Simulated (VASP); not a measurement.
A run of VASP 6.6.1 is set up as follows.

The input INCAR:

```
SYSTEM = Zr
  PREC = Accurate
  ENCUT = 520
  EDIFF = 1E-6
  ISMEAR = 0
  SIGMA = 0.1
  LREAL = .FALSE.
  LASPH = .TRUE.
  NELM = 60
  ALGO = Normal
  ISIF = 2
  LWAVE = .FALSE.
  LCHARG = .FALSE.
  GGA = PE
  IVDW = 12
  NBANDS = 19
```

File KPOINTS:

```
regular mesh
0
G
  6 6 4
  0 0 0
```

Contents of POSCAR:

```
Zr
1.0
    3.2392314131      0.0000000000      0.0000000000
   -1.6196157065      2.8052566925      0.0000000000
    0.0000000000      0.0000000000      5.1722200000
Zr
2
Direct
    0.3333333300      0.6666666700      0.2500000000
    0.6666666700      0.3333333300      0.7500000000
```

Potentials or basis: VASP PAW PBE potentials, release 64 (Zr_sv).

Launch:

```console
$ cat potpaw_PBE.64/Zr_sv/POTCAR > POTCAR
$ mpirun -np 1 vasp_std > vasp.out
```

Question: Estimate the pressure.

Answer: -4.3 GPa.

Question: Predict the band gap on the k mesh.

Answer: Zero (bands 12 and 13 overlap by 0.91 eV).

Question: Predict the dispersion energy per atom.

Answer: -0.523 eV.

Stress tensor (GPa, compression positive):
```
-4.53  0.00  0.00
 0.00 -4.53  0.00
 0.00  0.00 -3.88
```

Caveat: the k points lie up to 0.37 Å⁻¹ apart, too coarse for converged energies and pressures of a metal.
